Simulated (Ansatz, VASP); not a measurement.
**V in VASP and in Ansatz**

```
CELL_PARAMETERS angstrom
-1.55839 1.55839 1.46761
1.55839 -1.55839 1.46761
1.55839 1.55839 -1.46761
ATOMIC_POSITIONS crystal
V 0.00000 0.00000 0.00000
```

Change from the starting cell: strain +0.030 along x and y, -0.030 along z, atoms carried along.

Alike in both runs: task single point; functional PBEsol; k mesh 22 × 22 × 22; occupations gaussian, width 0.15 eV; no spin polarisation.

|  | VASP | Ansatz |
| --- | --- | --- |
| version | VASP 6.6.1 | Ansatz 0.2.0 |
| potentials or method | VASP PAW PBE potentials, release 64 (V_sv), cutoff 520 eV | scalar-relativistic, plane waves, PAW |
| valence electrons in the cell | 13 | 13 |

```tsv
	VASP	Ansatz	Ansatz less VASP
gap on the k mesh at the Fermi level (eV)	none	none	-
pressure (GPa)	-15.3	-15.5	-0.15
traceless stress, the component that is largest in VASP (GPa)	3.79	3.80	+0.012
```

VASP's potentials were made for PBE, not for PBEsol. A gap of «none» marks a metal or a gap that the smearing closes.
